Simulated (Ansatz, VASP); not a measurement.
Ti: VASP beside Ansatz

The input INCAR:

```
SYSTEM = Ti
PREC = Accurate ; ENCUT = 600
EDIFF = 1E-7 ; ISMEAR = -1
SIGMA = 0.05 ; LREAL = .FALSE.
LASPH = .TRUE. ; NELM = 100
ALGO = Normal ; ISIF = 3
LWAVE = .FALSE. ; LCHARG = .FALSE.
GGA = PS ; IVDW = 12
IBRION = 2 ; NSW = 60
EDIFFG = -0.01
```

The input KPOINTS:

```
regular mesh
0
G
  11 11 11
  0 0 0
```

File POSCAR:

```
Ti
1.0
    0.0000000000      2.0300000000      2.0300000000
    2.0300000000      0.0000000000      2.0300000000
    2.0300000000      2.0300000000      0.0000000000
Ti
1
Direct
    0.0000000000      0.0000000000      0.0000000000
```

Contents of input.yaml:

```yaml
crystal:
  lattice:
    - [0.0, 2.03, 2.03]
    - [2.03, 0.0, 2.03]
    - [2.03, 2.03, 0.0]
  atoms:
    - { symbol: Ti, position: [0.0, 0.0, 0.0] }
hamiltonian:
  xc: pbesol
  pseudopotentials: { kind: paw }
  dispersion: d3bj
kpoints:
  mp_grid: { grid: [11, 11, 11] }
scf:
  occupations: { method: fermi_dirac, width: 0.05 }
output:
  forces: true
  stress: true
  eigenvalues: true
relax:
  f_tol: 0.01
  max_steps: 40
  cell: { stress_tol: 0.05 }
```

Alike in both runs: task relaxation of cell and atoms; functional PBEsol; dispersion D3(BJ); k mesh 11 × 11 × 11; occupations fermi-dirac, width 0.05 eV; no spin polarisation.

```csv
,VASP,Ansatz
version,VASP 6.6.1,Ansatz 0.2.0
potentials or method,"VASP PAW PBE potentials, release 64 (Ti_sv)",Ansatz PAW
plane-wave cutoff (eV),600,420
valence electrons in the cell,12,12
```

|  | VASP | Ansatz | Ansatz less VASP |
| --- | --- | --- | --- |
| gap on the k mesh at the Fermi level, each at its own relaxed structure (eV) | none | none | - |
| relaxed volume (Å³/atom) | 15.73 | 15.78 | +0.050 |
| relaxed cell length with the largest relative difference (Å) | 2.812 | 2.815 | +0.0030 |

VASP's potentials were made for PBE, not for PBEsol. A gap of «none» marks a metal or a gap that the smearing closes.

Noted on Ansatz's run: the plane-wave basis is chosen anew once the cell has moved, so the energies of steps on either side of that aren't comparable.
